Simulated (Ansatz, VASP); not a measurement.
# P in VASP and in Ansatz

The input POSCAR:

```
P
1.0
    2.4246941115      0.0000000000      0.0000000000
    0.0000000000      2.4385351442      0.0000000000
   -0.0203144631      0.0000000000      4.8524328982
P
2
Direct
    0.0000000300      0.0000000000      0.7494253600
    0.9999999700      0.0000000000      0.2505746400
```

Contents of INCAR.step1:

```
  PREC = Accurate
  ENCUT = 520
  EDIFF = 1E-5
  ISMEAR = -1
  SIGMA = 0.05
  LREAL = False
  LASPH = True
  NELM = 100
  ALGO = Normal
  ISIF = 2
  LWAVE = True
  LCHARG = False
  GGA = PE
  NBANDS = 12
```

INCAR.step2

```
  PREC = Accurate
  ENCUT = 520
  EDIFF = 1E-6
  ISMEAR = -1
  SIGMA = 0.05
  LREAL = False
  LASPH = True
  NELM = 100
  ALGO = Normal
  ISIF = 2
  LWAVE = False
  LCHARG = False
  GGA = PE
  LHFCALC = True
  HFSCREEN = 0.2079
  PRECFOCK = Normal
  ISTART = 1
  NBANDS = 12
```

File KPOINTS:

```
regular mesh
0
Gamma
  6 6 3
```

File input.yaml:

```yaml
crystal:
  lattice:
    - [2.4246941115, 0.0, 0.0]
    - [0.0, 2.4385351442, 0.0]
    - [-0.0203144631, 0.0, 4.8524328982]
  atoms:
    - { symbol: P, position: [3.0e-08, 0.0, 0.74942536] }
    - { symbol: P, position: [0.99999997, 0.0, 0.25057464] }
hamiltonian:
  xc: hse06
  pseudopotentials: { kind: paw }
kpoints:
  mp_grid: { grid: [6, 6, 3] }
scf:
  occupations: { method: fermi_dirac, width: 0.05 }
  n_extra_bands: 6
output:
  forces: true
  stress: true
  eigenvalues: true
  dos: { projected: true, de: 0.05 }
```

Alike in both runs: functional HSE06; k mesh 6 × 6 × 3; occupations fermi-dirac, width 0.05 eV; no spin polarisation.

|  | VASP | Ansatz |
| --- | --- | --- |
| version | VASP 6.6.1 | Ansatz 0.2.0 |
| potentials or method | VASP PAW PBE potentials, release 64 (P) | Ansatz PAW |
| plane-wave cutoff (eV) | 520 | 420 |
| valence electrons in the cell | 10 | 10 |
| task | single point | projected density of states |

|  | VASP | Ansatz | Ansatz less VASP |
| --- | --- | --- | --- |
| gap on the k mesh at the Fermi level (eV) | none | none | - |
| pressure (GPa) | -2.7 | -1.8 | +0.84 |
| traceless stress, the component that is largest in VASP (GPa) | 1.64 | 1.57 | -0.070 |
| rms of the force components (eV/Å) | 0.010 | 0.011 | +0.0010 |

Atom by atom the forces differ by 0.001 eV/Å (rms over components). A gap of «none» marks a metal or a gap that the smearing closes. With one functional, cell and mesh, what is left measures potentials, basis and numerics.

The k mesh is coarse, so the values compare programs but aren't converged.
